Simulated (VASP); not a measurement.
# Ti (Im-3m) in VASP: further runs

The runs below take Ti through single point, relaxation of cell and atoms, with r2SCAN.

Program: VASP 6.6.1. These are calculated values, not measurements. Logs are shortened: lines on timing, memory, paths and dates and some standing lists are left out, and cuts for length are marked.

### Step 1. The cell of the first run

It takes space group Im-3m (No. 229, cubic). The conventional cell has a = 3.253 Å, b = 3.253 Å, c = 3.253 Å, α = 90.00°, β = 90.00°, γ = 90.00°. Within 3.7 Å of Ti (site symmetry m-3m) lie 14 Ti at 2.82 to 3.25 Å.

### Step 2. Single point, r2SCAN

File POSCAR:

```
Ti
1.0
    1.6265322062      1.6265322062      1.6265322062
   -1.6265322062      1.6265322062      1.6265322062
   -1.6265322062     -1.6265322062      1.6265322062
Ti
1
Direct
    0.0000000000      0.0000000000      0.0000000000
```

File INCAR.step1:

```
PREC = Accurate ; ENCUT = 520
ISMEAR = -1 ; SIGMA = 0.05
LREAL = F ; LASPH = T
NELM = 80 ; NBANDS = 12
GGA = PE ; ALGO = Normal
EDIFF = 1E-4 ; LWAVE = T
LCHARG = F
```

File INCAR.step2:

```
PREC = Accurate ; ENCUT = 520
EDIFF = 1E-6 ; ISMEAR = -1
SIGMA = 0.05 ; LREAL = F
LASPH = T ; NELM = 80
ALGO = Normal ; ISIF = 2
LWAVE = F ; LCHARG = F
METAGGA = R2SCAN ; LMIXTAU = T
NBANDS = 12 ; ISTART = 1
```

File KPOINTS:

```
Automatic mesh
0
Gamma
  20 20 20
```

Potentials or basis: VASP PAW PBE potentials, release 64 (Ti_sv).

The run is started by

```sh
> cat potpaw_PBE.64/Ti_sv/POTCAR > POTCAR
> cp INCAR.step1 INCAR
> mpirun -np 1 vasp_std > vasp.out
> cp INCAR.step2 INCAR
> mpirun -np 1 vasp_std > vasp.out
```

OUTCAR:

```text
PREC = Accurate
   ENCUT = 520
   EDIFF = 1E-6
   ISMEAR = -1
   LREAL = F
   LASPH = T
   NELM = 80
   ISIF = 2
   METAGGA = R2SCAN
   ISTART = 1

 ion  position               nearest neighbor table
   1  0.000  0.000  0.000-

  LATTYP: Found a body centered cubic cell.
 ALAT       =     3.2530644124

  Lattice vectors:

 A1 = (   1.6265322062,  -1.6265322062,  -1.6265322062)
 A2 = (   1.6265322062,   1.6265322062,   1.6265322062)
 A3 = (  -1.6265322062,  -1.6265322062,   1.6265322062)

Analysis of symmetry for initial positions (statically):
=====================================================================
 Subroutine PRICEL returns:
 Original cell was already a primitive cell.

 Routine SETGRP: Setting up the symmetry group for a
 body centered cubic supercell.

 Subroutine GETGRP returns: Found 48 space group operations
 (whereof 48 operations were pure point group operations)
 out of a pool of 48 trial point group operations.

The static configuration has the point symmetry O_h .

Analysis of symmetry for dynamics (positions and initial velocities):
=====================================================================
 Subroutine PRICEL returns:
 Original cell was already a primitive cell.

 Routine SETGRP: Setting up the symmetry group for a
 body centered cubic supercell.

 Subroutine GETGRP returns: Found 48 space group operations
 (whereof 48 operations were pure point group operations)
 out of a pool of 48 trial point group operations.

The dynamic configuration has the point symmetry O_h .

 Subroutine INISYM returns: Found 48 space group operations
 (whereof 48 operations are pure point group operations),
 and found     1 'primitive' translations

----------------------------------------------------------------------------------------

                                     Primitive cell

  volume of cell :      17.2127

  direct lattice vectors                    reciprocal lattice vectors
     1.626532206  1.626532206  1.626532206     0.307402459  0.000000000  0.307402459
    -1.626532206  1.626532206  1.626532206    -0.307402459  0.307402459  0.000000000
    -1.626532206 -1.626532206  1.626532206     0.000000000 -0.307402459  0.307402459

  length of vectors
     2.817236421  2.817236421  2.817236421     0.434732727  0.434732727  0.434732727

  position of ions in fractional coordinates (direct lattice)
     0.000000000  0.000000000  0.000000000

  ion indices of the primitive-cell ions
   primitive index   ion index
                 1           1

----------------------------------------------------------------------------------------

 KPOINTS: Automatic mesh

Automatic generation of k-mesh.
 Grid dimensions read from file:
 generate k-points for:   20   20   20

 Generating k-lattice:

  Cartesian coordinates                     Fractional coordinates (reciprocal lattice)
     0.015370123  0.000000000  0.015370123     0.050000000  0.000000000  0.000000000
    -0.015370123  0.015370123  0.000000000     0.000000000  0.050000000  0.000000000
     0.000000000 -0.015370123  0.015370123     0.000000000  0.000000000  0.050000000

  Length of vectors
     0.021736636  0.021736636  0.021736636

  Shift w.r.t. Gamma in fractional coordinates (k-lattice)
     0.000000000  0.000000000  0.000000000

 Subroutine IBZKPT returns following result:
 ===========================================

 Found    256 irreducible k-points:

 Following reciprocal coordinates:
            Coordinates               Weight
  0.000000  0.000000  0.000000      1.000000
  0.050000  0.000000  0.000000     12.000000
  0.100000  0.000000  0.000000     12.000000
  0.150000  0.000000  0.000000     12.000000
  0.200000  0.000000  0.000000     12.000000
  0.250000  0.000000  0.000000     12.000000
[... 16 lines left out ...]
  0.300000  0.100000  0.000000     48.000000
  0.350000  0.100000  0.000000     48.000000
 [... further k-points ...]
   k-points           NKPTS =    256   k-points in BZ     NKDIM =    256   number of bands    NBANDS=     12
   number of dos      NEDOS =    301   number of ions     NIONS =      1
   total plane-waves  NPLWV =  13824
   dimension x,y,z NGX =    24 NGY =   24 NGZ =   24
   dimension x,y,z NGXF=    48 NGYF=   48 NGZF=   48
   ions per type =               1
   NGX,Y,Z   is equivalent  to a cutoff of  14.16, 14.16, 14.16 a.u.
   NGXF,Y,Z  is equivalent  to a cutoff of  28.32, 28.32, 28.32 a.u.
 SYSTEM =  unknown system
   PREC   = accura    normal or accurate (medium, high low for compatibility)
   ISTART =      1    job   : 0-new  1-cont  2-samecut
   ICHARG =      0    charge: 1-file 2-atom 10-const
   ISPIN  =      1    spin polarized calculation?
   LNONCOLLINEAR =      F non collinear calculations
   LSORBIT =      F    spin-orbit coupling
   LASPH  =      T    aspherical Exc in radial PAW
   ENCUT  =  520.0 eV  38.22 Ry    6.18 a.u.   5.24  5.24  5.24*2*pi/ulx,y,z
   NELM   =     80;   NELMIN=  2; NELMDL=  0     # of ELM steps
   EDIFF  = 0.1E-05   stopping-criterion for ELM
   LREAL  =      F    real-space projection
   EDIFFG = 0.1E-04   stopping-criterion for IOM
   NSW    =      0    number of steps for IOM
   IBRION =     -1    ionic relax: 0-MD 1-quasi-New 2-CG
   NFREE  =      0    steps in history (QN), initial steepest desc. (CG)
   ISIF   =      2    stress and relaxation
   ISYM   =      2    0-nonsym 1-usesym 2-fastsym
   POTIM  = 0.5000    time-step for ionic-motion
   TEBEG  =    0.0;   TEEND  =   0.0 temperature during run
   PSTRESS=    0.0 pullay stress
   NELECT =      12.0000    total number of electrons
   NUPDOWN=      -1.0000    fix difference up-down
   EMIN   =  10.00;   EMAX   =-10.00  energy-range for DOS
   EFERMI =   0.00;   METHOD = LEGACY
   ISMEAR =    -1;   SIGMA  =   0.05  broadening in eV -4-tet -1-fermi 0-gaus
   EFERMI_NEDOS =   21; number of points for ismear=-14 and -15
   IALGO  =     38    algorithm
   IMIX   =      4    mixing-type and parameters
     AMIX     =   0.40;   BMIX     =  1.00
     AMIX_MAG =   1.60;   BMIX_MAG =  1.00
  volume/ion in A,a.u.               =      17.21       116.16
  Fermi-wavevector in a.u.,A,eV,Ry     =   1.451619  2.743162 28.670157  2.107197
  Thomas-Fermi vector in A             =   2.569095
   LORBIT       =      0    0 simple, 1 ext, 2 COOP (PROOUT), +10 PAW based schemes
   METAGGA = R2SCAN    functional components
   LHFCALC =     F    Hartree Fock is set to
   AEXX    =    0.0000 exact exchange contribution
   IVDW    =     0    specifies the selected vdW correction
   LEPSILON=     F    determine dielectric tensor
   LRPA    =     F    only Hartree local field effects (RPA)
 non-spin polarized calculation
  energy-cutoff  :      520.00
  volume of cell :       17.21
 maximum number of plane-waves:       476
 NGX is ok and might be reduce to    24
   NGX = 11   NGY = 11   NGZ = 11

 number of electron      11.9999997 magnetization

 Free energy of the ion-electron system (eV)
  ---------------------------------------------------
  ext. energy  EPLUGINS =         0.00000000
  ---------------------------------------------------
  free energy    TOTEN  =       -12.82254305 eV

  energy without entropy =      -12.80439843  energy(sigma->0) =      -12.81347074

 E-fermi :   8.2156     XC(G=0): -12.4460

 val. band max:        8.2155948709   @ k =   0.3500   0.0500   0.0500
 cond. band min:       8.2350276863   @ k =   0.3500   0.0500   0.0000
 fundamental gap:      0.0194328154
 Fermi energy:         8.2156493427

 k-point     1 :       0.0000    0.0000    0.0000
  band No.  band energies     occupation
      1     -50.6752      2.00000
      2     -25.4679      2.00000
      3     -25.4679      2.00000
      4     -25.4679      2.00000
      5       1.8569      2.00000
      6       9.3674      0.00000
      7       9.3674      0.00000
      8       9.3674      0.00000
      9      11.1661      0.00000
     10      11.1661      0.00000
     11      26.3697      0.00000
     12      26.3697      0.00000

 k-point     2 :       0.0500    0.0000    0.0000
  band No.  band energies     occupation
      1     -50.6717      2.00000
      2     -25.4862      2.00000
      3     -25.4734      2.00000
      4     -25.4681      2.00000
      5       1.9468      2.00000
      6       9.3246      0.00000
      7       9.3549      0.00000
      8       9.4320      0.00000
      9      11.1150      0.00000
     10      11.1684      0.00000
     11      26.2240      0.00000
     12      26.3623      0.00000

 k-point     3 :       0.1000    0.0000    0.0000
  band No.  band energies     occupation
      1     -50.6617      2.00000
      2     -25.5391      2.00000
      3     -25.4894      2.00000
      4     -25.4685      2.00000
      5       2.2115      2.00000
      6       9.2029      0.00000
      7       9.3031      0.00000
      8       9.6228      0.00000
      9      10.9923      0.00000
     10      11.1765      0.00000
     11      25.7745      0.00000
     12      26.2805      0.00000

 k-point     4 :       0.1500    0.0000    0.0000
  band No.  band energies     occupation
      1     -50.6462      2.00000
      2     -25.6208      2.00000
      3     -25.5141      2.00000
      4     -25.4691      2.00000
      5       2.6357      2.00000
      6       9.0194      0.00000
      7       9.1786      0.00000
      8       9.9307      0.00000
      9      10.8745      0.00000
     10      11.1944      0.00000
     11      24.9979      0.00000
     12      25.9848      0.00000

 k-point     5 :       0.2000    0.0000    0.0000
  band No.  band energies     occupation
      1     -50.6264      2.00000
      2     -25.7225      2.00000
      3     -25.5452      2.00000
      4     -25.4699      2.00000
      5       3.1913      2.00000
      6       8.7979      0.00002
      7       8.9684      0.00000
      8      10.3394      0.00000
      9      10.8313      0.00000
     10      11.2261      0.00000
     11      23.9089      0.00000
     12      25.4095      0.00000
[... 228 lines left out ...]
      1     -50.6374      2.00000
      2     -25.6647      2.00000
      3     -25.5139      2.00000
      4     -25.4853      2.00000
      5       2.8825      2.00000
      6       8.9727      0.00000
      7       9.0207      0.00000
      8      10.1459      0.00000
      9      10.7652      0.00000
     10      11.2612      0.00000
     11      24.7679      0.00000
     12      25.5656      0.00000

 k-point    22 :       0.2500    0.1000   -0.0000
  band No.  band energies     occupation
      1     -50.6186      2.00000
      2     -25.7558      2.00000
      3     -25.5440      2.00000
      4     -25.4907      2.00000
      5       3.4260      2.00000
      6       8.7606      0.00004
      7       8.8077      0.00001
      8      10.5653      0.00000
      9      10.7050      0.00000
     10      11.3292      0.00000
     11      23.8799      0.00000
     12      24.8062      0.00000

 k-point    23 :       0.3000    0.1000    0.0000
  band No.  band energies     occupation
      1     -50.5977      2.00000
      2     -25.8542      2.00000
      3     -25.5819      2.00000
      4     -25.4935      2.00000
      5       4.0566      2.00000
      6       8.5065      0.00594
      7       8.5932      0.00105
      8      10.7259      0.00000
      9      11.0665      0.00000
     10      11.3993      0.00000
     11      22.6547      0.00000
     12      24.0536      0.00000

 k-point    24 :       0.3500    0.1000    0.0000
  band No.  band energies     occupation
      1     -50.5768      2.00000
      2     -25.9505      2.00000
      3     -25.6213      2.00000
      4     -25.4954      2.00000
      5       4.7045      2.00000
      6       8.2746      0.47081
      7       8.4166      0.03530
      8      10.8220      0.00000
      9      11.4503      0.00000
     10      11.6211      0.00000
     11      21.2597      0.00000
     12      23.3616      0.00000

 [... further k-points ...]
[... 5 lines left out ...]
  --------------------------------------------------------------------------------------
  -------------------------------------------------------------------------------------
  Total        0.0285466      0.0285466      0.0285466     -0.0000000      0.0000000     -0.0000000
  in kB        2.6571528      2.6571528      2.6571528     -0.0000000      0.0000000     -0.0000000
  external PRESSURE =       2.6571528 kB  Pullay stress =       0.0000000 kB

 VOLUME and BASIS-vectors are now :
 -----------------------------------------------------------------------------
  energy-cutoff  :      520.00
  volume of cell :       17.21
      direct lattice vectors                 reciprocal lattice vectors
     1.626532206  1.626532206  1.626532206     0.307402459  0.000000000  0.307402459
    -1.626532206  1.626532206  1.626532206    -0.307402459  0.307402459  0.000000000
    -1.626532206 -1.626532206  1.626532206     0.000000000 -0.307402459  0.307402459

 POSITION                                       TOTAL-FORCE (eV/Angst)
 -----------------------------------------------------------------------------------
      0.00000      0.00000      0.00000        -0.000000     -0.000000     -0.000000
 -----------------------------------------------------------------------------------
    total drift:                               -0.000000     -0.000000      0.000000

  FREE ENERGIE OF THE ION-ELECTRON SYSTEM (eV)
  ---------------------------------------------------
  free  energy   TOTEN  =       -12.8225430472 eV

  energy  without entropy=      -12.8043984287  energy(sigma->0) =      -12.81347074
```

It took 1.9 min on 1 thread of Intel Xeon 6975P-C, shared host; peak memory 0.18 GiB.

Results:

* Free energy: -12.8225 eV
* Pressure: 0.3 GPa
* Band gap on the k mesh: zero (band 6 reaches 9.37 eV, above the bottom of band 7 at 7.48 eV)

Levels at points of the mesh, in eV from the Fermi level:
| k point | band 3 | band 4 | band 5 | band 6 | band 7 | band 8 | band 9 | band 10 |
| --- | --- | --- | --- | --- | --- | --- | --- | --- |
| (0.00, 0.00, 0.00) | -33.68 | -33.68 | -6.36 | 1.15 | 1.15 | 1.15 | 2.95 | 2.95 |
| (0.50, 0.00, 0.00) | -33.90 | -33.69 | -2.60 | -0.34 | 0.99 | 2.96 | 3.32 | 4.53 |
| (0.50, 0.50, 0.50) | -34.17 | -34.17 | -2.30 | -2.30 | 4.17 | 4.17 | 4.17 | 8.83 |

Caveat: the PAW data sets were made with another functional, which shifts forces and pressure a little.

### Step 3. Relaxation of cell and atoms, r2SCAN

This run uses another cell than the first one, of 17.64 Å³/atom, 1.025 times its volume.

File POSCAR:

```
Ti
1.0
    1.6400000000      1.6400000000      1.6400000000
   -1.6400000000      1.6400000000      1.6400000000
   -1.6400000000     -1.6400000000      1.6400000000
Ti
1
Direct
    0.0000000000      0.0000000000      0.0000000000
```

File INCAR.step1:

```
SYSTEM = Ti
PREC = Accurate
ENCUT = 600
ISMEAR = -1
SIGMA = 0.05
LREAL = .FALSE.
LASPH = .TRUE.
NELM = 100
GGA = PE
ALGO = Normal
EDIFF = 1E-4
LWAVE = .TRUE.
LCHARG = .FALSE.
```

File INCAR.step2:

```
SYSTEM = Ti
PREC = Accurate
ENCUT = 600
EDIFF = 1E-6
ISMEAR = -1
SIGMA = 0.05
LREAL = .FALSE.
LASPH = .TRUE.
NELM = 100
ALGO = Normal
ISIF = 3
LWAVE = .FALSE.
LCHARG = .FALSE.
METAGGA = R2SCAN
LMIXTAU = .TRUE.
IBRION = 2
NSW = 80
EDIFFG = -0.03
ISTART = 1
```

File KPOINTS:

```
Automatic mesh
0
G
  20 20 20
  0 0 0
```

Potentials or basis: VASP PAW PBE potentials, release 64 (Ti_sv).

The run is started by

```sh
> cat potpaw_PBE.64/Ti_sv/POTCAR > POTCAR
> cp INCAR.step1 INCAR
> mpirun -np 1 vasp_std > vasp.out
> cp INCAR.step2 INCAR
> mpirun -np 1 vasp_std > vasp.out
```

Run time: 5.4 min. Hardware: 1 thread of Intel Xeon 6975P-C, shared host; peak memory 0.2 GiB.

It converged, with:

| Property | Result |
| --- | --- |
| Free energy | -12.8225 eV |
| Relaxed volume | 17.28 Å³/atom |
| Relaxed cell | a = 2.821 Å, b = 2.821 Å, c = 2.821 Å, α = 70.53°, β = 109.47°, γ = 70.53° |
| Space group after relaxing (to 0.05 Å) | Im-3m (No. 229) |
| Energy gained by relaxing | 2.6 meV/atom |
| Ionic steps | 3 |
| Pressure after relaxing | 0.3 GPa |
| Band gap on the k mesh | zero (band 6 reaches 9.32 eV, above the bottom of band 7 at 7.44 eV) |

Step by step:
| step | energy change (eV) | largest force (eV/Å) | pressure (GPa) | volume (Å³) |
| --- | --- | --- | --- | --- |
| 1 | 0.0000 | 0.0000 | -2.25 | 17.64 |
| 2 | -0.0012 | 0.0000 | 1.78 | 17.02 |
| 3 | -0.0026 | 0.0000 | 0.26 | 17.28 |

Final structure:
```yaml
crystal:
  lattice:
    - [1.62866, 1.62866, 1.62866]
    - [-1.62866, 1.62866, 1.62866]
    - [-1.62866, -1.62866, 1.62866]
  atoms:
    - { symbol: Ti, position: [0.00000, 0.00000, 0.00000] }
```

Levels at points of the mesh, in eV from the Fermi level:
```csv
k point,band 4,band 5,band 6,band 7,band 8,band 9
"(0.00, 0.00, 0.00)",-33.70,-6.35,1.15,1.15,1.15,2.94
"(0.50, 0.00, 0.00)",-33.70,-2.59,-0.34,0.97,2.95,3.30
"(0.50, 0.50, 0.50)",-34.18,-2.28,-2.28,4.15,4.15,4.15
```

Caveat: the PAW data sets were made with another functional, which shifts forces and pressure a little.
